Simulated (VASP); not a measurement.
# NbAu3O4 (P1) in VASP: single point with PBEsol

Aim: the single point of NbAu3O4 with PBEsol.

All numbers are computed with VASP 6.6.1; they aren't measurements. Logs are shortened: lines on timing, memory, paths and dates and some standing lists are left out, and cuts for length are marked.

### Step 1. The cell of the first run

The typed cell holds 8 atoms: a = 4.996 Å, b = 4.615 Å, c = 6.501 Å, α = 108.69°, β = 94.55°, γ = 81.74°.

### Step 2. Single point, PBEsol

Input file INCAR:

```
SYSTEM = NbAu3O4
ALGO = Normal
EDIFF = 1E-6
ENCUT = 700
GGA = PS
GGA_COMPAT = .FALSE.
ISIF = 2
ISMEAR = -1
LASPH = .TRUE.
LCHARG = .FALSE.
LREAL = .FALSE.
LWAVE = .FALSE.
NBANDS = 57
NELM = 120
PREC = Accurate
SIGMA = 0.05
```

Input file KPOINTS:

```
k-points
0
G
  4 4 4
  0 0 0
```

Input file POSCAR:

```
NbAu3O4
1.0
    4.9805644635      0.3390409984     -0.2010719922
    0.3222780874      4.5204320335     -0.8719735176
   -0.1980339871     -0.8711221714      6.4393600892
Nb Au O
1 3 4
Direct
   -0.0554753175     -0.0170795126     -0.0292304526
    0.1561637988      0.4338004402      0.4695927452
    0.7332447865      0.0311393595      0.4568525544
    0.4565060302      0.5478199584      0.1438451410
    0.1891034302      0.2578861275      0.1415729495
    0.7157895345      0.8362511377      0.1276531175
    0.1350026643      0.6516849882      0.7862754162
    0.7499058904      0.1501482026      0.7796310496
```

Potentials or basis: VASP PAW PBE potentials, release 64 (Nb_sv, Au_sv_GW, O).

The run is started by

```
> cat potpaw_PBE.64/Nb_sv/POTCAR potpaw_PBE.64/Au_sv_GW/POTCAR potpaw_PBE.64/O/POTCAR > POTCAR
> mpirun -np 1 vasp_std > vasp.out
```

OUTCAR:

```text
SYSTEM = NbAu3O4
   EDIFF = 1E-6
   ENCUT = 700
   GGA = PS
   ISIF = 2
   ISMEAR = -1
   LASPH = .TRUE.
   LREAL = .FALSE.
   NELM = 120
   PREC = Accurate

 ion  position               nearest neighbor table
   1  0.945  0.983  0.971-   7 1.81   8 1.81   6 1.91   5 1.91
   2  0.156  0.434  0.470-   7 1.98   5 2.03   4 2.91   3 2.99   3 3.19   3 3.24
   3  0.733  0.031  0.457-   8 1.99   6 2.04   4 2.93   2 2.99   2 3.19   2 3.24
   4  0.457  0.548  0.144-   6 2.02   5 2.02   2 2.91   3 2.93
   5  0.189  0.258  0.142-   1 1.91   4 2.02   2 2.03
   6  0.716  0.836  0.128-   1 1.91   4 2.02   3 2.04
   7  0.135  0.652  0.786-   1 1.81   2 1.98
   8  0.750  0.150  0.780-   1 1.81   3 1.99

  LATTYP: Found a triclinic cell.
 ALAT       =    10.2884878242
 B/A-ratio  =     0.6119009879
 C/A-ratio  =     1.3923907292
 COS(alpha) =     0.0026853506
 COS(beta)  =     0.6081618788
 COS(gamma) =     0.7808835087

  Lattice vectors:

 A1 = (   4.5340422758,  -7.8307008972,  -4.8964850462)
 A2 = (   4.6582863761,  -4.1813910351,   0.6709015254)
 A3 = (  -5.2290526641,  -7.6376607226, -10.9337011510)

Analysis of symmetry for initial positions (statically):
=====================================================================
 Subroutine PRICEL returns:
 Original cell was already a primitive cell.

 Routine SETGRP: Setting up the symmetry group for a
 triclinic supercell.

 Subroutine GETGRP returns: Found  1 space group operations
 (whereof  1 operations were pure point group operations)
 out of a pool of  2 trial point group operations.

The static configuration has the point symmetry C_1 .

Analysis of symmetry for dynamics (positions and initial velocities):
=====================================================================
 Subroutine PRICEL returns:
 Original cell was already a primitive cell.

 Routine SETGRP: Setting up the symmetry group for a
 triclinic supercell.

 Subroutine GETGRP returns: Found  1 space group operations
 (whereof  1 operations were pure point group operations)
 out of a pool of  2 trial point group operations.

The dynamic configuration has the point symmetry C_1 .

 Subroutine INISYM returns: Found  1 space group operations
 (whereof  1 operations are pure point group operations),
 and found     1 'primitive' translations

----------------------------------------------------------------------------------------

                                     Primitive cell

  volume of cell :     140.4259

  direct lattice vectors                    reciprocal lattice vectors
     4.980564464  0.339040998 -0.201071992     0.201879402 -0.013548672  0.004375658
     0.322278087  4.520432033 -0.871973518    -0.014299705  0.228104872  0.030418455
    -0.198033987 -0.871122171  6.439360089     0.004367411  0.030465317  0.159550622

  length of vectors
     4.996138621  4.615030525  6.501032968     0.202380844  0.230567987  0.162491879

  position of ions in fractional coordinates (direct lattice)
     0.944524683  0.982920487  0.970769547
     0.156163799  0.433800440  0.469592745
     0.733244787  0.031139360  0.456852554
     0.456506030  0.547819958  0.143845141
     0.189103430  0.257886128  0.141572950
     0.715789534  0.836251138  0.127653118
     0.135002664  0.651684988  0.786275416
     0.749905890  0.150148203  0.779631050

  ion indices of the primitive-cell ions
   primitive index   ion index
                 1           1
                 2           2
                 3           3
                 4           4
                 5           5
                 6           6
                 7           7
                 8           8

----------------------------------------------------------------------------------------

 KPOINTS: k-points

Automatic generation of k-mesh.
 Grid dimensions read from file:
 generate k-points for:    4    4    4

 Generating k-lattice:

  Cartesian coordinates                     Fractional coordinates (reciprocal lattice)
     0.050469851 -0.003387168  0.001093914     0.250000000  0.000000000  0.000000000
    -0.003574926  0.057026218  0.007604614    -0.000000000  0.250000000  0.000000000
     0.001091853  0.007616329  0.039887656     0.000000000  0.000000000  0.250000000

  Length of vectors
     0.050595211  0.057641997  0.040622970

  Shift w.r.t. Gamma in fractional coordinates (k-lattice)
     0.000000000  0.000000000  0.000000000

 Subroutine IBZKPT returns following result:
 ===========================================

 Found     36 irreducible k-points:

 Following reciprocal coordinates:
            Coordinates               Weight
  0.000000  0.000000  0.000000      1.000000
  0.250000  0.000000  0.000000      2.000000
  0.500000  0.000000  0.000000      1.000000
 -0.000000  0.250000  0.000000      2.000000
  0.250000  0.250000 -0.000000      2.000000
  0.500000  0.250000  0.000000      2.000000
[... 16 lines left out ...]
 -0.000000 -0.250000  0.250000      2.000000
  0.250000 -0.250000  0.250000      2.000000
 [... further k-points ...]
   k-points           NKPTS =     36   k-points in BZ     NKDIM =     36   number of bands    NBANDS=     57
   number of dos      NEDOS =    301   number of ions     NIONS =      8
   total plane-waves  NPLWV = 107520
   dimension x,y,z NGX =    48 NGY =   40 NGZ =   56
   dimension x,y,z NGXF=    96 NGYF=   80 NGZF=  112
   ions per type =               1   3   4
   NGX,Y,Z   is equivalent  to a cutoff of  15.97, 14.41, 14.32 a.u.
   NGXF,Y,Z  is equivalent  to a cutoff of  31.94, 28.82, 28.64 a.u.
 SYSTEM =  NbAu3O4
   PREC   = accura    normal or accurate (medium, high low for compatibility)
   ISTART =      0    job   : 0-new  1-cont  2-samecut
   ICHARG =      2    charge: 1-file 2-atom 10-const
   ISPIN  =      1    spin polarized calculation?
   LNONCOLLINEAR =      F non collinear calculations
   LSORBIT =      F    spin-orbit coupling
   LASPH  =      T    aspherical Exc in radial PAW
   ENCUT  =  700.0 eV  51.45 Ry    7.17 a.u.  10.78  9.96 14.02*2*pi/ulx,y,z
   NELM   =    120;   NELMIN=  2; NELMDL= -5     # of ELM steps
   EDIFF  = 0.1E-05   stopping-criterion for ELM
   LREAL  =      F    real-space projection
   EDIFFG = 0.1E-04   stopping-criterion for IOM
   NSW    =      0    number of steps for IOM
   IBRION =     -1    ionic relax: 0-MD 1-quasi-New 2-CG
   NFREE  =      0    steps in history (QN), initial steepest desc. (CG)
   ISIF   =      2    stress and relaxation
   ISYM   =      2    0-nonsym 1-usesym 2-fastsym
   POTIM  = 0.5000    time-step for ionic-motion
   TEBEG  =    0.0;   TEEND  =   0.0 temperature during run
   PSTRESS=    0.0 pullay stress
   NELECT =      94.0000    total number of electrons
   NUPDOWN=      -1.0000    fix difference up-down
   EMIN   =  10.00;   EMAX   =-10.00  energy-range for DOS
   EFERMI =   0.00;   METHOD = LEGACY
   ISMEAR =    -1;   SIGMA  =   0.05  broadening in eV -4-tet -1-fermi 0-gaus
   EFERMI_NEDOS =   21; number of points for ismear=-14 and -15
   IALGO  =     38    algorithm
   IMIX   =      4    mixing-type and parameters
     AMIX     =   0.40;   BMIX     =  1.00
     AMIX_MAG =   1.60;   BMIX_MAG =  1.00
  volume/ion in A,a.u.               =      17.55       118.46
  Fermi-wavevector in a.u.,A,eV,Ry     =   1.432084  2.706246 27.903694  2.050864
  Thomas-Fermi vector in A             =   2.551750
   LORBIT       =      0    0 simple, 1 ext, 2 COOP (PROOUT), +10 PAW based schemes
   GGA     = PS    functional components
   LHFCALC =     F    Hartree Fock is set to
   AEXX    =    0.0000 exact exchange contribution
   IVDW    =     0    specifies the selected vdW correction
   LEPSILON=     F    determine dielectric tensor
   LRPA    =     F    only Hartree local field effects (RPA)
 non-spin polarized calculation
  energy-cutoff  :      700.00
  volume of cell :      140.43
 maximum number of plane-waves:      5934
 NGX is ok and might be reduce to    48
   NGX = 21   NGY = 19   NGZ = 29

 number of electron      94.0000005 magnetization

 Free energy of the ion-electron system (eV)
  ---------------------------------------------------
  ext. energy  EPLUGINS =         0.00000000
  ---------------------------------------------------
  free energy    TOTEN  =       -49.13665435 eV

  energy without entropy =      -49.13665127  energy(sigma->0) =      -49.13665281

 E-fermi :   4.4314     XC(G=0): -10.3737

 val. band max:        3.8979995637   @ k =   0.0000   0.0000   0.0000
 cond. band min:       4.9114228149   @ k =   0.5000   0.0000   0.0000
 fundamental gap:      1.0134232512
 Fermi energy:         4.4314454000

 k-point     1 :       0.0000    0.0000    0.0000
  band No.  band energies     occupation
      1    -101.2510      2.00000
      2    -101.2081      2.00000
      3    -101.1921      2.00000
      4     -52.9142      2.00000
      5     -52.8651      2.00000
      6     -52.8468      2.00000
[... 49 lines left out ...]
     56       9.4357      0.00000
     57       9.6734      0.00000

 k-point     2 :       0.2500    0.0000    0.0000
  band No.  band energies     occupation
      1    -101.2510      2.00000
      2    -101.2081      2.00000
      3    -101.1921      2.00000
      4     -52.9146      2.00000
      5     -52.8638      2.00000
      6     -52.8479      2.00000
[... 49 lines left out ...]
     56       9.6689      0.00000
     57      10.3455      0.00000

 k-point     3 :       0.5000    0.0000    0.0000
  band No.  band energies     occupation
      1    -101.2510      2.00000
      2    -101.2081      2.00000
      3    -101.1921      2.00000
      4     -52.9149      2.00000
      5     -52.8622      2.00000
      6     -52.8491      2.00000
[... 1194 lines left out ...]
      1    -101.2510      2.00000
      2    -101.2081      2.00000
      3    -101.1921      2.00000
      4     -52.9148      2.00000
      5     -52.8637      2.00000
      6     -52.8479      2.00000
[... 49 lines left out ...]
     56       9.0801      0.00000
     57      10.2904      0.00000

 k-point    24 :       0.2500   -0.2500    0.2500
  band No.  band energies     occupation
      1    -101.2510      2.00000
      2    -101.2081      2.00000
      3    -101.1921      2.00000
      4     -52.9146      2.00000
      5     -52.8643      2.00000
      6     -52.8474      2.00000
[... 49 lines left out ...]
     56       9.3331      0.00000
     57      10.2981      0.00000

 [... further k-points ...]

------------------------ aborting loop because EDIFF is reached ----------------------------------------

  FORCE on cell =-STRESS in cart. coord.  units (eV):
  Direction    XX          YY          ZZ          XY          YZ          ZX
  --------------------------------------------------------------------------------------
  -------------------------------------------------------------------------------------
  Total       -0.2219851     -0.1749310      0.0364951      0.0232289      0.0332940      0.0064867
  in kB       -2.5327202     -1.9958603      0.4163876      0.2650278      0.3798653      0.0740098
  external PRESSURE =      -1.3707309 kB  Pullay stress =       0.0000000 kB

 VOLUME and BASIS-vectors are now :
 -----------------------------------------------------------------------------
  energy-cutoff  :      700.00
  volume of cell :      140.43
      direct lattice vectors                 reciprocal lattice vectors
     4.980564464  0.339040998 -0.201071992     0.201879402 -0.013548672  0.004375658
     0.322278087  4.520432033 -0.871973518    -0.014299705  0.228104872  0.030418455
    -0.198033987 -0.871122171  6.439360089     0.004367411  0.030465317  0.159550622

 POSITION                                       TOTAL-FORCE (eV/Angst)
 -----------------------------------------------------------------------------------
      4.82879      3.91780      5.20414         0.004074      0.007030      0.050541
      0.82459      1.60484      2.61421         0.006263     -0.009334      0.007462
      3.57154     -0.00861      2.76725        -0.004856      0.011900      0.001453
      2.42172      2.50585      0.35680         0.005712     -0.004144     -0.013625
      0.99692      1.10654      0.64875        -0.041038     -0.040060     -0.033407
      3.80926      3.91170     -0.05111         0.032374      0.024690     -0.043373
      0.72670      2.30673      4.46771         0.002033      0.002384      0.014323
      3.62895      0.25383      4.73861        -0.004562      0.007534      0.016626
 -----------------------------------------------------------------------------------
    total drift:                               -0.000399      0.000323      0.000239

  FREE ENERGIE OF THE ION-ELECTRON SYSTEM (eV)
  ---------------------------------------------------
  free  energy   TOTEN  =       -49.1366543483 eV

  energy  without entropy=      -49.1366512734  energy(sigma->0) =      -49.13665281
```

It took 16 min on 1 thread of AMD EPYC 7R43 (Zen 3), shared host; peak memory 0.52 GiB.

Results:

```yaml
Free_energy: -49.1367 eV
Pressure: -0.1 GPa
Largest_force: 0.066 eV/Å
Band_gap_on_the_k_mesh: 1.01 eV (least direct gap 1.22 eV)
```

Forces on the atoms (eV/Å):
```
Nb   0.004  0.007  0.051
Au   0.006 -0.009  0.007
Au  -0.005  0.012  0.001
Au   0.006 -0.004 -0.014
O   -0.041 -0.040 -0.033
O    0.032  0.025 -0.043
O    0.002  0.002  0.014
O   -0.005  0.008  0.017
```

Caveat: the PAW data sets were made with another functional, which shifts forces and pressure a little; spin-orbit coupling is left out, which moves the levels of the heavy elements.
